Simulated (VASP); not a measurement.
Input of a VASP 6.6.1 run:

The input INCAR:

```
PREC = Accurate
ENCUT = 520
EDIFF = 1E-7
ISMEAR = 0
SIGMA = 0.1
LREAL = F
LASPH = T
NELM = 150
ALGO = Normal
ISIF = 2
LWAVE = F
LCHARG = F
ISPIN = 2
MAGMOM = 0 0 0 0 0 0 0 0 0 0 0 0 1 0
LORBIT = 11
LDIPOL = T
IDIPOL = 3
DIPOL = 0.5 0.5 0.304
GGA = PE
NBANDS = 40
KPAR = 4
```

The input KPOINTS:

```
regular mesh
0
Gamma
  5 5 1
```

Contents of POSCAR:

```
Li12NO
1.0
    5.9451735978      0.0000000000      0.0000000000
   -1.9817245326      5.6051634218      0.0000000000
    0.0000000000      0.0000000000     22.6831262891
Li N O
12 1 1
Direct
    0.2500000000      0.2500000000      0.1763425354
    0.2500000000      0.7500000000      0.1763425354
    0.7500000000      0.2500000000      0.1763425354
    0.7500000000      0.7500000000      0.1763425354
    0.0000000000      0.0000000000      0.2794233694
    0.0000000000      0.5000000000      0.2794233694
    0.5000000000      0.0000000000      0.2794233694
    0.5000000000      0.5000000000      0.2794233694
    0.2500000000      0.2500000000      0.3828011262
    0.2500000000      0.7500000000      0.3828011262
    0.7500000000      0.2500000000      0.3828011262
    0.7500000000      0.7500000000      0.3828011262
    0.9166666667      0.5833333333      0.4304136107
    1.0026111694      0.6692778360      0.4754651598
```

Potentials or basis: VASP PAW PBE potentials, release 64 (Li_sv, N, O).

The run is started by

```bash
$ cat potpaw_PBE.64/Li_sv/POTCAR potpaw_PBE.64/N/POTCAR potpaw_PBE.64/O/POTCAR > POTCAR
$ mpirun -np 4 vasp_std > vasp.out
```

(1) Estimate the net moment.

(2) Estimate the site moments.

Answers

(1) 1.33 μB per cell.

(2) Li +0.00, -0.00, -0.01, +0.01; N +0.50; O +0.51 μB.

Caveat: the standard files for N, O and F lose accuracy on very short bonds.
